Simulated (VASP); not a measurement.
# Zn in VASP: a series of runs

Runs on Zn. Level: PBEsol. Tasks: single point.

Everything below comes from runs of VASP 6.6.1. Logs are shortened: lines on timing, memory, paths and dates and some standing lists are left out, and cuts for length are marked.

**1. The cell of the first run**

The structure is tetragonal, space group I4/mmm (No. 139). The conventional cell has a = 3.138 Å, b = 3.138 Å, c = 3.201 Å, α = 90.00°, β = 90.00°, γ = 90.00°. Within 3.6 Å of Zn (site symmetry 4/mmm) lie 14 Zn at 2.74 to 3.20 Å.

**2. Single point, PBEsol**

The input, INCAR:

```
  PREC = Accurate
  ENCUT = 520
  EDIFF = 1E-6
  ISMEAR = -1
  SIGMA = 0.05
  LREAL = False
  LASPH = True
  NELM = 80
  ALGO = Fast
  ISIF = 2
  LWAVE = False
  LCHARG = False
  GGA = PS
  NBANDS = 12
```

The input, KPOINTS:

```
Automatic mesh
0
Gamma
  10 10 10
```

The input, POSCAR:

```
Zn
1.0
   -1.5690370000      1.5690370000      1.6004177400
    1.5690370000     -1.5690370000      1.6004177400
    1.5690370000      1.5690370000     -1.6004177400
Zn
1
Direct
    0.0000000000      0.0000000000      0.0000000000
```

Potentials or basis: VASP PAW PBE potentials, release 64 (Zn).

On the command line:

```sh
cat potpaw_PBE.64/Zn/POTCAR > POTCAR
mpirun -np 1 vasp_std > vasp.out
```

OUTCAR:

```text
PREC = Accurate
   ENCUT = 520
   EDIFF = 1E-6
   ISMEAR = -1
   LREAL = False
   LASPH = True
   NELM = 80
   ISIF = 2
   GGA = PS

 ion  position               nearest neighbor table
   1  0.000  0.000  0.000-

  LATTYP: Found a body centered tetragonal cell.
 ALAT       =     3.1380740000
 C/A-ratio  =     1.0200000000

  Lattice vectors:

 A1 = (  -1.5690370000,   1.5690370000,   1.6004177400)
 A2 = (   1.5690370000,  -1.5690370000,   1.6004177400)
 A3 = (   1.5690370000,   1.5690370000,  -1.6004177400)

Analysis of symmetry for initial positions (statically):
=====================================================================
 Subroutine PRICEL returns:
 Original cell was already a primitive cell.

 Routine SETGRP: Setting up the symmetry group for a
 body centered tetragonal supercell.

 Subroutine GETGRP returns: Found 16 space group operations
 (whereof 16 operations were pure point group operations)
 out of a pool of 16 trial point group operations.

The static configuration has the point symmetry D_4h.

Analysis of symmetry for dynamics (positions and initial velocities):
=====================================================================
 Subroutine PRICEL returns:
 Original cell was already a primitive cell.

 Routine SETGRP: Setting up the symmetry group for a
 body centered tetragonal supercell.

 Subroutine GETGRP returns: Found 16 space group operations
 (whereof 16 operations were pure point group operations)
 out of a pool of 16 trial point group operations.

The dynamic configuration has the point symmetry D_4h.

 Subroutine INISYM returns: Found 16 space group operations
 (whereof 16 operations are pure point group operations),
 and found     1 'primitive' translations

----------------------------------------------------------------------------------------

                                     Primitive cell

  volume of cell :      15.7601

  direct lattice vectors                    reciprocal lattice vectors
    -1.569037000  1.569037000  1.600417740     0.000000000  0.318666800  0.312418431
     1.569037000 -1.569037000  1.600417740     0.318666800  0.000000000  0.312418431
     1.569037000  1.569037000 -1.600417740     0.318666800  0.318666800  0.000000000

  length of vectors
     2.735889464  2.735889464  2.735889464     0.446266519  0.446266519  0.450662911

  position of ions in fractional coordinates (direct lattice)
     0.000000000  0.000000000  0.000000000

  ion indices of the primitive-cell ions
   primitive index   ion index
                 1           1

----------------------------------------------------------------------------------------

 KPOINTS: Automatic mesh

Automatic generation of k-mesh.
 Grid dimensions read from file:
 generate k-points for:   10   10   10

 Generating k-lattice:

  Cartesian coordinates                     Fractional coordinates (reciprocal lattice)
     0.000000000  0.031866680  0.031241843     0.100000000  0.000000000  0.000000000
     0.031866680  0.000000000  0.031241843     0.000000000  0.100000000  0.000000000
     0.031866680  0.031866680  0.000000000     0.000000000  0.000000000  0.100000000

  Length of vectors
     0.044626652  0.044626652  0.045066291

  Shift w.r.t. Gamma in fractional coordinates (k-lattice)
     0.000000000  0.000000000  0.000000000

 Subroutine IBZKPT returns following result:
 ===========================================

 Found    102 irreducible k-points:

 Following reciprocal coordinates:
            Coordinates               Weight
  0.000000  0.000000  0.000000      1.000000
  0.100000 -0.000000  0.000000      8.000000
  0.200000 -0.000000  0.000000      8.000000
  0.300000 -0.000000  0.000000      8.000000
  0.400000 -0.000000  0.000000      8.000000
  0.500000 -0.000000  0.000000      4.000000
[... 16 lines left out ...]
  0.300000  0.300000  0.000000      8.000000
  0.400000  0.300000  0.000000     16.000000
 [... further k-points ...]
   k-points           NKPTS =    102   k-points in BZ     NKDIM =    102   number of bands    NBANDS=     12
   number of dos      NEDOS =    301   number of ions     NIONS =      1
   total plane-waves  NPLWV =   8000
   dimension x,y,z NGX =    20 NGY =   20 NGZ =   20
   dimension x,y,z NGXF=    40 NGYF=   40 NGZF=   40
   ions per type =               1
   NGX,Y,Z   is equivalent  to a cutoff of  12.15, 12.15, 12.15 a.u.
   NGXF,Y,Z  is equivalent  to a cutoff of  24.31, 24.31, 24.31 a.u.
 SYSTEM =  unknown system
   PREC   = accura    normal or accurate (medium, high low for compatibility)
   ISTART =      0    job   : 0-new  1-cont  2-samecut
   ICHARG =      2    charge: 1-file 2-atom 10-const
   ISPIN  =      1    spin polarized calculation?
   LNONCOLLINEAR =      F non collinear calculations
   LSORBIT =      F    spin-orbit coupling
   LASPH  =      T    aspherical Exc in radial PAW
   ENCUT  =  520.0 eV  38.22 Ry    6.18 a.u.   5.09  5.09  5.09*2*pi/ulx,y,z
   NELM   =     80;   NELMIN=  2; NELMDL= -5     # of ELM steps
   EDIFF  = 0.1E-05   stopping-criterion for ELM
   LREAL  =      F    real-space projection
   EDIFFG = 0.1E-04   stopping-criterion for IOM
   NSW    =      0    number of steps for IOM
   IBRION =     -1    ionic relax: 0-MD 1-quasi-New 2-CG
   NFREE  =      0    steps in history (QN), initial steepest desc. (CG)
   ISIF   =      2    stress and relaxation
   ISYM   =      2    0-nonsym 1-usesym 2-fastsym
   POTIM  = 0.5000    time-step for ionic-motion
   TEBEG  =    0.0;   TEEND  =   0.0 temperature during run
   PSTRESS=    0.0 pullay stress
   NELECT =      12.0000    total number of electrons
   NUPDOWN=      -1.0000    fix difference up-down
   EMIN   =  10.00;   EMAX   =-10.00  energy-range for DOS
   EFERMI =   0.00;   METHOD = LEGACY
   ISMEAR =    -1;   SIGMA  =   0.05  broadening in eV -4-tet -1-fermi 0-gaus
   EFERMI_NEDOS =   21; number of points for ismear=-14 and -15
   IALGO  =     68    algorithm
   IMIX   =      4    mixing-type and parameters
     AMIX     =   0.40;   BMIX     =  1.00
     AMIX_MAG =   1.60;   BMIX_MAG =  1.00
  volume/ion in A,a.u.               =      15.76       106.35
  Fermi-wavevector in a.u.,A,eV,Ry     =   1.494911  2.824972 30.405741  2.234759
  Thomas-Fermi vector in A             =   2.607123
   LORBIT       =      0    0 simple, 1 ext, 2 COOP (PROOUT), +10 PAW based schemes
   GGA     = PS    functional components
   LHFCALC =     F    Hartree Fock is set to
   AEXX    =    0.0000 exact exchange contribution
   IVDW    =     0    specifies the selected vdW correction
   LEPSILON=     F    determine dielectric tensor
   LRPA    =     F    only Hartree local field effects (RPA)
 non-spin polarized calculation
 RMM-DIIS sequential band-by-band and
  energy-cutoff  :      520.00
  volume of cell :       15.76
 maximum number of plane-waves:       438
   NGX = 11   NGY = 11   NGZ = 11

 number of electron      12.0000008 magnetization

 Free energy of the ion-electron system (eV)
  ---------------------------------------------------
  ext. energy  EPLUGINS =         0.00000000
  ---------------------------------------------------
  free energy    TOTEN  =        -1.47543917 eV

  energy without entropy =       -1.47238263  energy(sigma->0) =       -1.47391090

 E-fermi :   2.9199     XC(G=0): -11.5270

 val. band max:        2.9108365752   @ k =   0.5000   0.1000   0.0000
 cond. band min:       2.9750653706   @ k =   0.4000   0.1000   0.0000
 fundamental gap:      0.0642287954
 Fermi energy:         2.9198827603

 k-point     1 :       0.0000    0.0000    0.0000
  band No.  band energies     occupation
      1      -7.4162      2.00000
      2      -4.8982      2.00000
      3      -4.8982      2.00000
      4      -4.8648      2.00000
      5      -4.4195      2.00000
      6      -4.3888      2.00000
      7      21.2136      0.00000
      8      21.4330      0.00000
      9      21.4330      0.00000
     10      23.0912      0.00000
     11      23.4929      0.00000
     12      23.4929      0.00000

 k-point     2 :       0.1000   -0.0000    0.0000
  band No.  band energies     occupation
      1      -7.1092      2.00000
      2      -4.9108      2.00000
      3      -4.8898      2.00000
      4      -4.8092      2.00000
      5      -4.4397      2.00000
      6      -4.3930      2.00000
      7      17.7674      0.00000
      8      19.7001      0.00000
      9      20.2520      0.00000
     10      21.7869      0.00000
     11      21.8333      0.00000
     12      22.9295      0.00000

 k-point     3 :       0.2000   -0.0000    0.0000
  band No.  band energies     occupation
      1      -6.2606      2.00000
      2      -4.9796      2.00000
      3      -4.8179      2.00000
      4      -4.6224      2.00000
      5      -4.4752      2.00000
      6      -4.3927      2.00000
      7      12.8837      0.00000
      8      17.4099      0.00000
      9      18.3281      0.00000
     10      20.0999      0.00000
     11      20.7459      0.00000
     12      23.7840      0.00000
[... 286 lines left out ...]
 k-point    23 :       0.3000    0.3000    0.0000
  band No.  band energies     occupation
      1      -5.2168      2.00000
      2      -4.9491      2.00000
      3      -4.7776      2.00000
      4      -4.3966      2.00000
      5      -4.3436      2.00000
      6       1.5308      2.00000
      7       4.7489      0.00000
      8       4.8445      0.00000
      9      13.7133      0.00000
     10      23.2977      0.00000
     11      23.9738      0.00000
     12      25.6323      0.00000

 k-point    24 :       0.4000    0.3000    0.0000
  band No.  band energies     occupation
      1      -5.2262      2.00000
      2      -4.9575      2.00000
      3      -4.7667      2.00000
      4      -4.4077      2.00000
      5      -4.3200      2.00000
      6       1.6909      2.00000
      7       4.5614      0.00000
      8       4.8764      0.00000
      9      13.6246      0.00000
     10      22.6867      0.00000
     11      23.8019      0.00000
     12      26.6521      0.00000

 [... further k-points ...]
[... 5 lines left out ...]
  --------------------------------------------------------------------------------------
  -------------------------------------------------------------------------------------
  Total       -0.6291768     -0.6291768     -0.4823232      0.0000000      0.0000000      0.0000000
  in kB      -63.9622226    -63.9622226    -49.0330600      0.0000000      0.0000000      0.0000000
  external PRESSURE =     -58.9858351 kB  Pullay stress =       0.0000000 kB

 VOLUME and BASIS-vectors are now :
 -----------------------------------------------------------------------------
  energy-cutoff  :      520.00
  volume of cell :       15.76
      direct lattice vectors                 reciprocal lattice vectors
    -1.569037000  1.569037000  1.600417740     0.000000000  0.318666800  0.312418431
     1.569037000 -1.569037000  1.600417740     0.318666800  0.000000000  0.312418431
     1.569037000  1.569037000 -1.600417740     0.318666800  0.318666800  0.000000000

 POSITION                                       TOTAL-FORCE (eV/Angst)
 -----------------------------------------------------------------------------------
      0.00000      0.00000      0.00000         0.000000     -0.000000     -0.000000
 -----------------------------------------------------------------------------------
    total drift:                                0.000000     -0.000000      0.000000

  FREE ENERGIE OF THE ION-ELECTRON SYSTEM (eV)
  ---------------------------------------------------
  free  energy   TOTEN  =        -1.4754391743 eV

  energy  without entropy=       -1.4723826330  energy(sigma->0) =       -1.47391090
```

It took 22 s on 1 thread of AMD EPYC 7R13, shared host; peak memory 0.1 GiB.

Results:

| Property | Result |
| --- | --- |
| Free energy | -1.4754 eV |
| Pressure | -5.9 GPa |
| Band gap on the k mesh | zero (band 6 reaches 6.52 eV, above the bottom of band 7 at 1.68 eV) |

Caveat: the PAW data sets were made with another functional, which shifts forces and pressure a little.

(Continued in part 2 of 2.)
